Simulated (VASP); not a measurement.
# ZnAg (P4mm) in VASP: notebook

Runs on ZnAg. Level: LDA. Tasks: single point.

All numbers are computed with VASP 6.6.1; they aren't measurements. Logs are shortened: lines on timing, memory, paths and dates and some standing lists are left out, and cuts for length are marked.

## Step 1: The cell of the first run

It takes space group P4mm (No. 99, tetragonal). The conventional cell has a = 3.156 Å, b = 3.156 Å, c = 3.156 Å, α = 90.00°, β = 90.00°, γ = 90.00°. Within 3.3 Å of Zn (site symmetry 4mm) lie 8 Ag at 2.54 to 2.97 Å and 6 Zn at 3.16 Å. Ag (site symmetry 4mm) has 8 Zn at 2.54 to 2.97 Å and 6 Ag at 3.16 Å within 3.3 Å.

## Step 2: Single point, LDA (all Ag atoms moved +0.375 Å, as atom 2 along Cartesian [0 0 1])

The input, INCAR:

```
SYSTEM = ZnAg
PREC = Accurate
ENCUT = 520
EDIFF = 1E-6
ISMEAR = 0
SIGMA = 0.15
LREAL = .False.
LASPH = .True.
NELM = 80
ALGO = Fast
ISIF = 2
LWAVE = .False.
LCHARG = .False.
GGA = CA
NBANDS = 18
```

The input, KPOINTS:

```
regular mesh
0
Gamma
  16 16 16
  0 0 0
```

The input, POSCAR:

```
ZnAg
1.0
    3.1560000000      0.0000000000      0.0000000000
    0.0000000000      3.1560000000      0.0000000000
    0.0000000000      0.0000000000      3.1560000000
Zn Ag
1 1
Direct
    0.5000000000      0.5000000000      0.5000000000
    0.0000000000      0.0000000000      0.1188212928
```

Potentials or basis: VASP PAW LDA potentials, release 64 (Zn, Ag).

Command:

```
$ cat potpaw_LDA.64/Zn/POTCAR potpaw_LDA.64/Ag/POTCAR > POTCAR
$ mpirun -np 1 vasp_std > vasp.out
```

OUTCAR:

```text
SYSTEM = ZnAg
   PREC = Accurate
   ENCUT = 520
   EDIFF = 1E-6
   ISMEAR = 0
   LREAL = .False.
   LASPH = .True.
   NELM = 80
   ISIF = 2
   GGA = CA

 ion  position               nearest neighbor table
   1  0.500  0.500  0.500-   2 2.54   2 2.54   2 2.54   2 2.54   2 2.97   2 2.97   2 2.97   2 2.97

   2  0.000  0.000  0.119-   1 2.54   1 2.54   1 2.54   1 2.54   1 2.97   1 2.97   1 2.97   1 2.97

  LATTYP: Found a simple cubic cell.
 ALAT       =     3.1560000000

  Lattice vectors:

 A1 = (   3.1560000000,   0.0000000000,   0.0000000000)
 A2 = (   0.0000000000,   3.1560000000,   0.0000000000)
 A3 = (   0.0000000000,   0.0000000000,   3.1560000000)

Analysis of symmetry for initial positions (statically):
=====================================================================
 Subroutine PRICEL returns:
 Original cell was already a primitive cell.

 Routine SETGRP: Setting up the symmetry group for a
 simple cubic supercell.

 Subroutine GETGRP returns: Found  8 space group operations
 (whereof  8 operations were pure point group operations)
 out of a pool of 48 trial point group operations.

The static configuration has the point symmetry C_4v.

Analysis of symmetry for dynamics (positions and initial velocities):
=====================================================================
 Subroutine PRICEL returns:
 Original cell was already a primitive cell.

 Routine SETGRP: Setting up the symmetry group for a
 simple cubic supercell.

 Subroutine GETGRP returns: Found  8 space group operations
 (whereof  8 operations were pure point group operations)
 out of a pool of 48 trial point group operations.

The dynamic configuration has the point symmetry C_4v.

 Subroutine INISYM returns: Found  8 space group operations
 (whereof  8 operations are pure point group operations),
 and found     1 'primitive' translations

----------------------------------------------------------------------------------------

                                     Primitive cell

  volume of cell :      31.4348

  direct lattice vectors                    reciprocal lattice vectors
     3.156000000  0.000000000  0.000000000     0.316856781  0.000000000  0.000000000
     0.000000000  3.156000000  0.000000000     0.000000000  0.316856781  0.000000000
     0.000000000  0.000000000  3.156000000     0.000000000  0.000000000  0.316856781

  length of vectors
     3.156000000  3.156000000  3.156000000     0.316856781  0.316856781  0.316856781

  position of ions in fractional coordinates (direct lattice)
     0.500000000  0.500000000  0.500000000
     0.000000000  0.000000000  0.118821293

  ion indices of the primitive-cell ions
   primitive index   ion index
                 1           1
                 2           2

----------------------------------------------------------------------------------------

 KPOINTS: regular mesh

Automatic generation of k-mesh.
 Grid dimensions read from file:
 generate k-points for:   16   16   16

 Generating k-lattice:

  Cartesian coordinates                     Fractional coordinates (reciprocal lattice)
     0.019803549  0.000000000  0.000000000     0.062500000  0.000000000  0.000000000
     0.000000000  0.019803549  0.000000000     0.000000000  0.062500000  0.000000000
     0.000000000  0.000000000  0.019803549     0.000000000  0.000000000  0.062500000

  Length of vectors
     0.019803549  0.019803549  0.019803549

  Shift w.r.t. Gamma in fractional coordinates (k-lattice)
     0.000000000  0.000000000  0.000000000

 Subroutine IBZKPT returns following result:
 ===========================================

 Found    405 irreducible k-points:

 Following reciprocal coordinates:
            Coordinates               Weight
  0.000000  0.000000  0.000000      1.000000
  0.062500  0.000000  0.000000      4.000000
  0.000000  0.000000  0.062500      2.000000
  0.125000  0.000000  0.000000      4.000000
  0.000000  0.000000  0.125000      2.000000
  0.187500  0.000000  0.000000      4.000000
[... 16 lines left out ...]
  0.187500  0.062500  0.000000      8.000000
  0.000000  0.187500  0.062500      8.000000
 [... further k-points ...]
   k-points           NKPTS =    405   k-points in BZ     NKDIM =    405   number of bands    NBANDS=     18
   number of dos      NEDOS =    301   number of ions     NIONS =      2
   total plane-waves  NPLWV =  13824
   dimension x,y,z NGX =    24 NGY =   24 NGZ =   24
   dimension x,y,z NGXF=    48 NGYF=   48 NGZF=   48
   ions per type =               1   1
   NGX,Y,Z   is equivalent  to a cutoff of  12.64, 12.64, 12.64 a.u.
   NGXF,Y,Z  is equivalent  to a cutoff of  25.28, 25.28, 25.28 a.u.
 SYSTEM =  ZnAg
   PREC   = accura    normal or accurate (medium, high low for compatibility)
   ISTART =      0    job   : 0-new  1-cont  2-samecut
   ICHARG =      2    charge: 1-file 2-atom 10-const
   ISPIN  =      1    spin polarized calculation?
   LNONCOLLINEAR =      F non collinear calculations
   LSORBIT =      F    spin-orbit coupling
   LASPH  =      T    aspherical Exc in radial PAW
   ENCUT  =  520.0 eV  38.22 Ry    6.18 a.u.   5.87  5.87  5.87*2*pi/ulx,y,z
   NELM   =     80;   NELMIN=  2; NELMDL= -5     # of ELM steps
   EDIFF  = 0.1E-05   stopping-criterion for ELM
   LREAL  =      F    real-space projection
   EDIFFG = 0.1E-04   stopping-criterion for IOM
   NSW    =      0    number of steps for IOM
   IBRION =     -1    ionic relax: 0-MD 1-quasi-New 2-CG
   NFREE  =      0    steps in history (QN), initial steepest desc. (CG)
   ISIF   =      2    stress and relaxation
   ISYM   =      2    0-nonsym 1-usesym 2-fastsym
   POTIM  = 0.5000    time-step for ionic-motion
   TEBEG  =    0.0;   TEEND  =   0.0 temperature during run
   PSTRESS=    0.0 pullay stress
   NELECT =      23.0000    total number of electrons
   NUPDOWN=      -1.0000    fix difference up-down
   EMIN   =  10.00;   EMAX   =-10.00  energy-range for DOS
   EFERMI =   0.00;   METHOD = LEGACY
   ISMEAR =     0;   SIGMA  =   0.15  broadening in eV -4-tet -1-fermi 0-gaus
   EFERMI_NEDOS =   21; number of points for ismear=-14 and -15
   IALGO  =     68    algorithm
   IMIX   =      4    mixing-type and parameters
     AMIX     =   0.40;   BMIX     =  1.00
     AMIX_MAG =   1.60;   BMIX_MAG =  1.00
  volume/ion in A,a.u.               =      15.72       106.07
  Fermi-wavevector in a.u.,A,eV,Ry     =   1.475187  2.787699 29.608687  2.176177
  Thomas-Fermi vector in A             =   2.589867
   LORBIT       =      0    0 simple, 1 ext, 2 COOP (PROOUT), +10 PAW based schemes
   GGA     = CA    functional components
   LHFCALC =     F    Hartree Fock is set to
   AEXX    =    0.0000 exact exchange contribution
   IVDW    =     0    specifies the selected vdW correction
   LEPSILON=     F    determine dielectric tensor
   LRPA    =     F    only Hartree local field effects (RPA)
 non-spin polarized calculation
 RMM-DIIS sequential band-by-band and
 Gauss-broadening in eV      SIGMA  =   0.15
  energy-cutoff  :      520.00
  volume of cell :       31.43
 maximum number of plane-waves:       876
 NGX is ok and might be reduce to    24
   NGX = 11   NGY = 11   NGZ = 11

 number of electron      23.0000013 magnetization

 Free energy of the ion-electron system (eV)
  ---------------------------------------------------
  ext. energy  EPLUGINS =         0.00000000
  ---------------------------------------------------
  free energy    TOTEN  =        -5.53712843 eV

  energy without entropy =       -5.53073317  energy(sigma->0) =       -5.53393080

 E-fermi :   6.1006     XC(G=0): -12.3848

 val. band max:        6.0895412853   @ k =   0.1875   0.4375   0.4375
 cond. band min:       6.1049498086   @ k =   0.1250   0.3750   0.3125
 fundamental gap:      0.0154085233
 Fermi energy:         6.1005638232

 k-point     1 :       0.0000    0.0000    0.0000
  band No.  band energies     occupation
      1      -3.3792      2.00000
      2      -2.0078      2.00000
      3      -1.8031      2.00000
      4      -1.4320      2.00000
      5      -1.2679      2.00000
      6      -1.2679      2.00000
[... 10 lines left out ...]
     17      17.3772      0.00000
     18      25.5029      0.00000

 k-point     2 :       0.0625    0.0000    0.0000
  band No.  band energies     occupation
      1      -3.3141      2.00000
      2      -1.9905      2.00000
      3      -1.7969      2.00000
      4      -1.4340      2.00000
      5      -1.2704      2.00000
      6      -1.2673      2.00000
[... 10 lines left out ...]
     17      17.7990      0.00000
     18      25.2003      0.00000

 k-point     3 :       0.0000    0.0000    0.0625
  band No.  band energies     occupation
      1      -3.3176      2.00000
      2      -1.9975      2.00000
      3      -1.7879      2.00000
      4      -1.4277      2.00000
      5      -1.2703      2.00000
      6      -1.2703      2.00000
[... 10 lines left out ...]
     17      17.3733      0.00000
     18      25.4143      0.00000

 k-point     4 :       0.1250    0.0000    0.0000
  band No.  band energies     occupation
      1      -3.1210      2.00000
      2      -1.9424      2.00000
      3      -1.7767      2.00000
      4      -1.4391      2.00000
      5      -1.2785      2.00000
      6      -1.2661      2.00000
[... 10 lines left out ...]
     17      19.1596      0.00000
     18      24.4420      0.00000

 k-point     5 :       0.0000    0.0000    0.1250
  band No.  band energies     occupation
      1      -3.1356      2.00000
      2      -1.9676      2.00000
      3      -1.7435      2.00000
      4      -1.4155      2.00000
      5      -1.2768      2.00000
      6      -1.2768      2.00000
[... 10 lines left out ...]
     17      18.5306      0.00000
     18      24.5778      0.00000

 k-point     6 :       0.1875    0.0000    0.0000
  band No.  band energies     occupation
      1      -2.8079      2.00000
      2      -1.8768      2.00000
      3      -1.7358      2.00000
      4      -1.4452      2.00000
      5      -1.2942      2.00000
      6      -1.2659      2.00000
[... 10 lines left out ...]
     17      20.9422      0.00000
     18      23.6787      0.00000

 k-point     7 :       0.0000    0.0000    0.1875
  band No.  band energies     occupation
      1      -2.8439      2.00000
      2      -1.9218      2.00000
      3      -1.6728      2.00000
      4      -1.3970      2.00000
      5      -1.2864      2.00000
      6      -1.2864      2.00000
[... 10 lines left out ...]
     17      20.3106      0.00000
     18      23.7483      0.00000

 k-point     8 :       0.2500    0.0000    0.0000
  band No.  band energies     occupation
      1      -2.3948      2.00000
      2      -1.8130      2.00000
      3      -1.6594      2.00000
      4      -1.4497      2.00000
      5      -1.3185      2.00000
      6      -1.2683      2.00000
[... 10 lines left out ...]
     17      22.3473      0.00000
     18      22.4265      0.00000
[... 229 lines left out ...]
     17      17.8162      0.00000
     18      24.7723      0.00000

 k-point    20 :       0.1250    0.0625    0.0000
  band No.  band energies     occupation
      1      -3.0585      2.00000
      2      -1.9240      2.00000
      3      -1.7703      2.00000
      4      -1.4421      2.00000
      5      -1.2835      2.00000
      6      -1.2650      2.00000
[... 10 lines left out ...]
     17      19.1788      0.00000
     18      23.4993      0.00000

 k-point    21 :       0.0000    0.1250    0.0625
  band No.  band energies     occupation
      1      -3.0617      2.00000
      2      -1.9337      2.00000
      3      -1.7619      2.00000
      4      -1.4394      2.00000
      5      -1.2800      2.00000
      6      -1.2670      2.00000
[... 10 lines left out ...]
     17      19.1739      0.00000
     18      23.7831      0.00000

 k-point    22 :       0.0625    0.0000    0.1250
  band No.  band energies     occupation
      1      -3.0728      2.00000
      2      -1.9517      2.00000
      3      -1.7380      2.00000
      4      -1.4227      2.00000
      5      -1.2783      2.00000
      6      -1.2741      2.00000
[... 10 lines left out ...]
     17      18.5457      0.00000
     18      23.7295      0.00000

 k-point    23 :       0.1875    0.0625    0.0000
  band No.  band energies     occupation
      1      -2.7498      2.00000
      2      -1.8575      2.00000
      3      -1.7294      2.00000
      4      -1.4488      2.00000
      5      -1.2964      2.00000
      6      -1.2679      2.00000
[... 10 lines left out ...]
     17      20.9731      0.00000
     18      22.2972      0.00000

 k-point    24 :       0.0000    0.1875    0.0625
  band No.  band energies     occupation
      1      -2.7528      2.00000
      2      -1.8700      2.00000
      3      -1.7210      2.00000
      4      -1.4492      2.00000
      5      -1.2939      2.00000
      6      -1.2667      2.00000
[... 10 lines left out ...]
     17      20.9322      0.00000
     18      22.7822      0.00000

 [... further k-points ...]

------------------------ aborting loop because EDIFF is reached ----------------------------------------

  FORCE on cell =-STRESS in cart. coord.  units (eV):
  Direction    XX          YY          ZZ          XY          YZ          ZX
  --------------------------------------------------------------------------------------
  -------------------------------------------------------------------------------------
  Total       -0.1760812     -0.1760812     -1.1474863      0.0000000      0.0000000      0.0000000
  in kB       -8.9745482     -8.9745482    -58.4853500      0.0000000      0.0000000      0.0000000
  external PRESSURE =     -25.4781488 kB  Pullay stress =       0.0000000 kB

 VOLUME and BASIS-vectors are now :
 -----------------------------------------------------------------------------
  energy-cutoff  :      520.00
  volume of cell :       31.43
      direct lattice vectors                 reciprocal lattice vectors
     3.156000000  0.000000000  0.000000000     0.316856781  0.000000000  0.000000000
     0.000000000  3.156000000  0.000000000     0.000000000  0.316856781  0.000000000
     0.000000000  0.000000000  3.156000000     0.000000000  0.000000000  0.316856781

 POSITION                                       TOTAL-FORCE (eV/Angst)
 -----------------------------------------------------------------------------------
      1.57800      1.57800      1.57800         0.000000      0.000000      1.055401
      0.00000      0.00000      0.37500         0.000000     -0.000000     -1.055401
 -----------------------------------------------------------------------------------
    total drift:                                0.000000      0.000000     -0.002072

  FREE ENERGIE OF THE ION-ELECTRON SYSTEM (eV)
  ---------------------------------------------------
  free  energy   TOTEN  =        -5.5371284348 eV

  energy  without entropy=       -5.5307331654  energy(sigma->0) =       -5.53393080
```

Run time: 2.3 min. Hardware: 1 thread of Intel Xeon 8259CL, shared host; peak memory 0.33 GiB.

Results:

* Free energy: -5.5371 eV
* Pressure: -2.5 GPa
* Largest force: 1.055 eV/Å
* Band gap on the k mesh: zero (an odd number of electrons rules out a gap without spin polarisation)

Forces on the atoms (eV/Å):
```
Zn   0.000  0.000  1.055
Ag   0.000  0.000 -1.055
```

Levels at points of the mesh, in eV from the Fermi level:
| k point | band 10 | band 11 | band 12 | band 13 | band 14 | band 15 |
| --- | --- | --- | --- | --- | --- | --- |
| (0.00, 0.00, 0.00) | -4.45 | -4.34 | 5.31 | 5.31 | 5.99 | 9.58 |
| (0.50, 0.00, 0.00) | -4.71 | -4.39 | -2.70 | 9.00 | 10.54 | 10.81 |
| (0.00, 0.00, 0.50) | -4.92 | -4.44 | -2.54 | 9.66 | 9.66 | 11.14 |
| (0.50, 0.50, 0.00) | -4.05 | -1.53 | -1.53 | 1.45 | 2.21 | 11.25 |
| (0.00, 0.50, 0.50) | -4.01 | -1.73 | -1.43 | 1.43 | 2.10 | 10.92 |
| (0.50, 0.50, 0.50) | -3.98 | 1.69 | 3.14 | 3.14 | 4.15 | 4.89 |

Caveat: the cell differs from its parent crystal (all Ag atoms moved +0.375 Å, as atom 2 along Cartesian [0 0 1]); forces of over 1 eV/Å act on the atoms, so gaps and moduli don't describe the material at rest.

## Step 3: Single point, LDA (all Ag atoms moved -0.250 Å, as atom 2 along Cartesian [0 0 1])

The input, INCAR:

```
SYSTEM = ZnAg
PREC = Accurate ; ENCUT = 520
EDIFF = 1E-7 ; ISMEAR = 0
SIGMA = 0.15 ; LREAL = .FALSE.
LASPH = .TRUE. ; NELM = 80
ALGO = Fast ; ISIF = 2
LWAVE = .FALSE. ; LCHARG = .FALSE.
NBANDS = 18
```

The input, KPOINTS:

```
Automatic mesh
0
G
  16 16 16
  0 0 0
```

POSCAR: that of step 2 with these lines changed.

```diff
@@ -9,2 +9,2 @@
     0.5000000000      0.5000000000      0.5000000000
-    0.0000000000      0.0000000000      0.1188212928
+    0.0000000000      0.0000000000     -0.0792141952
```

Potentials or basis: VASP PAW LDA potentials, release 64 (Zn, Ag).

Command:

```
$ cat potpaw_LDA.64/Zn/POTCAR potpaw_LDA.64/Ag/POTCAR > POTCAR
$ mpirun -np 1 vasp_std > vasp.out
```

Wall time 3.3 min (1 thread of Intel Xeon 8259CL, shared host); peak memory 0.33 GiB.

Results (log left out):

- Free energy: -5.6471 eV
- Pressure: -5.4 GPa
- Largest force: 0.705 eV/Å
- Band gap on the k mesh: zero (an odd number of electrons rules out a gap without spin polarisation)

Forces on the atoms (eV/Å):
```
Zn   0.000  0.000 -0.705
Ag   0.000  0.000  0.705
```

Stress tensor (GPa, compression positive):
```
-4.66  0.00  0.00
 0.00 -4.66  0.00
 0.00  0.00 -6.74
```

Levels at points of the mesh, in eV from the Fermi level:
```
           k point  band 8  band 9  band 10  band 11  band 12  band 13  band 14  band 15  band 16  band 17
(0.00, 0.00, 0.00)   -5.44   -4.36    -4.36    -4.32     5.31     5.31     5.61     9.93    11.03    11.25
(0.50, 0.00, 0.00)   -5.40   -5.11    -4.85    -4.41    -2.64     9.51    10.49    11.07    11.33    11.44
(0.00, 0.00, 0.50)   -5.13   -5.13    -5.05    -4.44    -2.57    10.00    10.00    11.09    11.59    11.87
(0.50, 0.50, 0.00)   -4.61   -4.61    -3.98    -1.55    -1.55     1.42     2.20    10.95    13.44    13.44
(0.00, 0.50, 0.50)   -4.55   -4.50    -3.97    -1.65    -1.51     1.40     2.15    10.79    13.29    13.34
(0.50, 0.50, 0.50)   -6.20   -3.95    -3.93     1.63     3.53     3.53     4.14     4.83     5.39     5.39
```

Caveat: the cell differs from its parent crystal (all Ag atoms moved -0.250 Å, as atom 2 along Cartesian [0 0 1]); the cell stands under tension.
